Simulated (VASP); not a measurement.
# InAs in VASP: single point with PBE

Aim: the single point of InAs with PBE.

Everything below comes from runs of VASP 6.6.1. Logs are shortened: lines on timing, memory, paths and dates and some standing lists are left out, and cuts for length are marked.

**1. The cell of the first run**

The cell holds a slab with vacuum, 12 atoms: a = 4.375 Å, b = 6.187 Å, c = 25.937 Å, α = 90.00°, β = 90.00°, γ = 90.00°.

**2. Single point, PBE**

The input, INCAR:

```
PREC = Accurate ; ENCUT = 520
EDIFF = 1E-6 ; ISMEAR = 0
SIGMA = 0.1 ; LREAL = F
LASPH = T ; NELM = 60
ALGO = Normal ; ISIF = 2
LWAVE = F ; LCHARG = F
LDIPOL = T ; IDIPOL = 3
DIPOL = 0.5 0.5 0.500 ; GGA = PE
NBANDS = 66
```

The input, KPOINTS:

```
regular mesh
0
Gamma
  8 6 1
```

The input, POSCAR:

```
InAs
1.0
    4.3746994688      0.0000000000      0.0000000000
    0.0000000000      6.1867593201      0.0000000000
    0.0000000000      0.0000000000     25.9367486720
In As
6 6
Direct
    0.5000000000      0.5000000000      0.2891650027
    0.0000000000      0.0000000000      0.3734990016
    0.5000000000      0.5000000000      0.4578330005
    0.0000000000      0.0000000000      0.5421669995
    0.5000000000      0.5000000000      0.6265009984
    0.0000000000      0.0000000000      0.7108349973
    0.0000000000      0.2500000000      0.2891650027
    0.5000000000      0.7500000000      0.3734990016
    0.0000000000      0.2500000000      0.4578330005
    0.5000000000      0.7500000000      0.5421669995
    0.0000000000      0.2500000000      0.6265009984
    0.5000000000      0.7500000000      0.7108349973
```

Potentials or basis: VASP PAW PBE potentials, release 64 (In_d, As).

Started as:

```console
$ cat potpaw_PBE.64/In_d/POTCAR potpaw_PBE.64/As/POTCAR > POTCAR
$ mpirun -np 1 vasp_std > vasp.out
```

OUTCAR:

```text
PREC = Accurate
   ENCUT = 520
   EDIFF = 1E-6
   ISMEAR = 0
   LREAL = F
   LASPH = T
   NELM = 60
   ISIF = 2
   GGA = PE

 ion  position               nearest neighbor table
   1  0.500  0.500  0.289-   8 2.68   7 2.68   7 2.68
   2  0.000  0.000  0.373-   7 2.68   9 2.68   8 2.68   8 2.68
   3  0.500  0.500  0.458-   8 2.68   9 2.68   9 2.68  10 2.68
   4  0.000  0.000  0.542-  11 2.68  10 2.68  10 2.68   9 2.68
   5  0.500  0.500  0.627-  10 2.68  12 2.68  11 2.68  11 2.68
   6  0.000  0.000  0.711-  11 2.68  12 2.68  12 2.68
   7  0.000  0.250  0.289-   2 2.68   1 2.68   1 2.68
   8  0.500  0.750  0.373-   1 2.68   3 2.68   2 2.68   2 2.68
   9  0.000  0.250  0.458-   2 2.68   3 2.68   3 2.68   4 2.68
  10  0.500  0.750  0.542-   5 2.68   4 2.68   4 2.68   3 2.68
  11  0.000  0.250  0.627-   4 2.68   6 2.68   5 2.68   5 2.68
  12  0.500  0.750  0.711-   5 2.68   6 2.68   6 2.68

  LATTYP: Found a simple orthorhombic cell.
 ALAT       =     4.3746994688
 B/A-ratio  =     1.4142135624
 C/A-ratio  =     5.9288069631

  Lattice vectors:

 A1 = (   4.3746994688,   0.0000000000,   0.0000000000)
 A2 = (   0.0000000000,   6.1867593201,   0.0000000000)
 A3 = (   0.0000000000,   0.0000000000,  25.9367486720)

Analysis of symmetry for initial positions (statically):
=====================================================================
 Subroutine PRICEL returns:
 Original cell was already a primitive cell.

 Routine SETGRP: Setting up the symmetry group for a
 simple orthorhombic supercell.

 Subroutine GETGRP returns: Found  4 space group operations
 (whereof  2 operations were pure point group operations)
 out of a pool of  8 trial point group operations.

The static configuration has the point symmetry C_1h.
 The point group associated with its full space group is C_2v.

Analysis of symmetry for dynamics (positions and initial velocities):
=====================================================================
 Subroutine PRICEL returns:
 Original cell was already a primitive cell.

 Routine SETGRP: Setting up the symmetry group for a
 simple orthorhombic supercell.

 Subroutine GETGRP returns: Found  4 space group operations
 (whereof  2 operations were pure point group operations)
 out of a pool of  8 trial point group operations.

The dynamic configuration has the point symmetry C_1h.
 The point group associated with its full space group is C_2v.

 Subroutine INISYM returns: Found  4 space group operations
 (whereof  2 operations are pure point group operations),
 and found     1 'primitive' translations

----------------------------------------------------------------------------------------

                                     Primitive cell

  volume of cell :     701.9836

  direct lattice vectors                    reciprocal lattice vectors
     4.374699469  0.000000000  0.000000000     0.228587131  0.000000000  0.000000000
     0.000000000  6.186759320  0.000000000     0.000000000  0.161635510  0.000000000
     0.000000000  0.000000000 25.936748672     0.000000000  0.000000000  0.038555334

  length of vectors
     4.374699469  6.186759320 25.936748672     0.228587131  0.161635510  0.038555334

  position of ions in fractional coordinates (direct lattice)
     0.500000000  0.500000000  0.289165003
     0.000000000  0.000000000  0.373499002
     0.500000000  0.500000000  0.457833001
     0.000000000  0.000000000  0.542166999
     0.500000000  0.500000000  0.626500998
     0.000000000  0.000000000  0.710834997
     0.000000000  0.250000000  0.289165003
     0.500000000  0.750000000  0.373499002
     0.000000000  0.250000000  0.457833001
     0.500000000  0.750000000  0.542166999
     0.000000000  0.250000000  0.626500998
     0.500000000  0.750000000  0.710834997

  ion indices of the primitive-cell ions
   primitive index   ion index
                 1           1
                 2           2
                 3           3
                 4           4
                 5           5
                 6           6
                 7           7
                 8           8
                 9           9
                10          10
                11          11
                12          12

----------------------------------------------------------------------------------------

 KPOINTS: regular mesh

Automatic generation of k-mesh.
 Grid dimensions read from file:
 generate k-points for:    8    6    1

 Generating k-lattice:

  Cartesian coordinates                     Fractional coordinates (reciprocal lattice)
     0.028573391  0.000000000  0.000000000     0.125000000  0.000000000  0.000000000
     0.000000000  0.026939252  0.000000000     0.000000000  0.166666667  0.000000000
     0.000000000  0.000000000  0.038555334     0.000000000  0.000000000  1.000000000

  Length of vectors
     0.028573391  0.026939252  0.038555334

  Shift w.r.t. Gamma in fractional coordinates (k-lattice)
     0.000000000  0.000000000  0.000000000

 Subroutine IBZKPT returns following result:
 ===========================================

 Found     20 irreducible k-points:

 Following reciprocal coordinates:
            Coordinates               Weight
  0.000000  0.000000  0.000000      1.000000
  0.125000  0.000000  0.000000      2.000000
  0.250000  0.000000  0.000000      2.000000
  0.375000  0.000000  0.000000      2.000000
  0.500000  0.000000  0.000000      1.000000
  0.000000  0.166667  0.000000      2.000000
[... 12 lines left out ...]
  0.375000  0.500000  0.000000      2.000000
  0.500000  0.500000  0.000000      1.000000
   k-points           NKPTS =     20   k-points in BZ     NKDIM =     20   number of bands    NBANDS=     66
   number of dos      NEDOS =    301   number of ions     NIONS =     12
   total plane-waves  NPLWV = 338688
   dimension x,y,z NGX =    36 NGY =   48 NGZ =  196
   dimension x,y,z NGXF=    72 NGYF=   96 NGZF=  392
   ions per type =               6   6
   NGX,Y,Z   is equivalent  to a cutoff of  13.68, 12.90, 12.56 a.u.
   NGXF,Y,Z  is equivalent  to a cutoff of  27.36, 25.80, 25.13 a.u.
 SYSTEM =  unknown system
   PREC   = accura    normal or accurate (medium, high low for compatibility)
   ISTART =      0    job   : 0-new  1-cont  2-samecut
   ICHARG =      2    charge: 1-file 2-atom 10-const
   ISPIN  =      1    spin polarized calculation?
   LNONCOLLINEAR =      F non collinear calculations
   LSORBIT =      F    spin-orbit coupling
   LASPH  =      T    aspherical Exc in radial PAW
   ENCUT  =  520.0 eV  38.22 Ry    6.18 a.u.   8.13 11.50 48.23*2*pi/ulx,y,z
   NELM   =     60;   NELMIN=  2; NELMDL= -5     # of ELM steps
   EDIFF  = 0.1E-05   stopping-criterion for ELM
   LREAL  =      F    real-space projection
   EDIFFG = 0.1E-04   stopping-criterion for IOM
   NSW    =      0    number of steps for IOM
   IBRION =     -1    ionic relax: 0-MD 1-quasi-New 2-CG
   NFREE  =      0    steps in history (QN), initial steepest desc. (CG)
   ISIF   =      2    stress and relaxation
   ISYM   =      2    0-nonsym 1-usesym 2-fastsym
   POTIM  = 0.5000    time-step for ionic-motion
   TEBEG  =    0.0;   TEEND  =   0.0 temperature during run
   PSTRESS=    0.0 pullay stress
   NELECT =     108.0000    total number of electrons
   NUPDOWN=      -1.0000    fix difference up-down
   EMIN   =  10.00;   EMAX   =-10.00  energy-range for DOS
   EFERMI =   0.00;   METHOD = LEGACY
   ISMEAR =     0;   SIGMA  =   0.10  broadening in eV -4-tet -1-fermi 0-gaus
   EFERMI_NEDOS =   21; number of points for ismear=-14 and -15
   IALGO  =     38    algorithm
   IMIX   =      4    mixing-type and parameters
     AMIX     =   0.40;   BMIX     =  1.00
     AMIX_MAG =   1.60;   BMIX_MAG =  1.00
  volume/ion in A,a.u.               =      58.50       394.77
  Fermi-wavevector in a.u.,A,eV,Ry     =   0.877217  1.657700 10.469817  0.769510
  Thomas-Fermi vector in A             =   1.997135
   LORBIT       =      0    0 simple, 1 ext, 2 COOP (PROOUT), +10 PAW based schemes
   GGA     = PE    functional components
   LHFCALC =     F    Hartree Fock is set to
   AEXX    =    0.0000 exact exchange contribution
   IVDW    =     0    specifies the selected vdW correction
   LEPSILON=     F    determine dielectric tensor
   LRPA    =     F    only Hartree local field effects (RPA)
 non-spin polarized calculation
 Gauss-broadening in eV      SIGMA  =   0.10
  energy-cutoff  :      520.00
  volume of cell :      701.98
 maximum number of plane-waves:     18972
 NGX is ok and might be reduce to    36
   NGX = 17   NGY = 23   NGZ = 97

 dipolmoment           0.000000      0.000000      0.000000 electrons x Angstroem

 number of electron     107.9999922 magnetization

 dipolmoment           0.000000      0.000000     -0.000000 electrons x Angstroem

 Free energy of the ion-electron system (eV)
  ---------------------------------------------------
  ext. energy  EPLUGINS =         0.00000000
  ---------------------------------------------------
  free energy    TOTEN  =       -43.60849259 eV

  energy without entropy =      -43.60807727  energy(sigma->0) =      -43.60828493

 E-fermi :  -0.1677     XC(G=0):  -5.0152

 val. band max:       -0.3438294980   @ k =   0.0000   0.1667   0.0000
 cond. band min:      -0.0308995763   @ k =   0.0000   0.0000   0.0000
 fundamental gap:      0.3129299217
 Fermi energy:        -0.1677096166

 k-point     1 :       0.0000    0.0000    0.0000
  band No.  band energies     occupation
      1     -14.8055      2.00000
      2     -14.8044      2.00000
      3     -14.7912      2.00000
      4     -14.7912      2.00000
      5     -14.7367      2.00000
      6     -14.7255      2.00000
[... 1369 lines left out ...]
     65       4.1172      0.00000
     66       4.1172      0.00000

------------------------ aborting loop because EDIFF is reached ----------------------------------------

 vacuum level on the upper side and lower side of the slab       (xc-potential included)        -0.164        -0.164

  FORCE on cell =-STRESS in cart. coord.  units (eV):
  Direction    XX          YY          ZZ          XY          YZ          ZX
  --------------------------------------------------------------------------------------
  -------------------------------------------------------------------------------------
  Total       -1.9421271     -1.6851849      1.2014940      0.0000000      0.0000000      0.0000000
  in kB       -4.4326277     -3.8461937      2.7422383      0.0000000      0.0000000      0.0000000
  external PRESSURE =      -1.8455277 kB  Pullay stress =       0.0000000 kB

 VOLUME and BASIS-vectors are now :
 -----------------------------------------------------------------------------
  energy-cutoff  :      520.00
  volume of cell :      701.98
      direct lattice vectors                 reciprocal lattice vectors
     4.374699469  0.000000000  0.000000000     0.228587131  0.000000000  0.000000000
     0.000000000  6.186759320  0.000000000     0.000000000  0.161635510  0.000000000
     0.000000000  0.000000000 25.936748672     0.000000000  0.000000000  0.038555334

 POSITION                                       TOTAL-FORCE (eV/Angst)
 -----------------------------------------------------------------------------------
      2.18735      3.09338      7.50000         0.000000     -0.818248      0.990530
      0.00000      0.00000      9.68735         0.000000      0.243048      0.119824
      2.18735      3.09338     11.87470         0.000000     -0.141306      0.133757
      0.00000      0.00000     14.06205         0.000000     -0.141306     -0.133757
      2.18735      3.09338     16.24940         0.000000      0.243048     -0.119824
      0.00000      0.00000     18.43675         0.000000     -0.818248     -0.990530
      0.00000      1.54669      7.50000         0.000000      0.157096     -1.024354
      2.18735      4.64007      9.68735         0.000000      0.476698     -0.348350
      0.00000      1.54669     11.87470         0.000000      0.082711      0.132488
      2.18735      4.64007     14.06205         0.000000      0.082711     -0.132488
      0.00000      1.54669     16.24940         0.000000      0.476698      0.348350
      2.18735      4.64007     18.43675         0.000000      0.157096      1.024354
 -----------------------------------------------------------------------------------
    total drift:                                0.000000     -0.000453      0.000000

  FREE ENERGIE OF THE ION-ELECTRON SYSTEM (eV)
  ---------------------------------------------------
  free  energy   TOTEN  =       -43.6084925861 eV

  energy  without entropy=      -43.6080772747  energy(sigma->0) =      -43.60828493

 vacuum level on the upper side and lower side of the slab         4.134         4.134
```

Run time: 59 min. Hardware: 1 thread of Oxide Virtual Turin-like, shared host; peak memory 1.1 GiB.

What came out:

```yaml
Free_energy: -43.6085 eV
Largest_force: 1.285 eV/Å
Band_gap_on_the_k_mesh: 0.31 eV (least direct gap 0.33 eV)
```

Forces on the atoms (eV/Å):
```
In   0.000 -0.818  0.991
In   0.000  0.243  0.120
In   0.000 -0.141  0.134
In   0.000 -0.141 -0.134
In   0.000  0.243 -0.120
In   0.000 -0.818 -0.991
As   0.000  0.157 -1.024
As   0.000  0.477 -0.348
As   0.000  0.083  0.132
As   0.000  0.083 -0.132
As   0.000  0.477  0.348
As   0.000  0.157  1.024
```

Caveat: semilocal functionals underestimate gaps, and a narrow one can read as zero; spin-orbit coupling is left out, which moves the levels of the heavy elements.
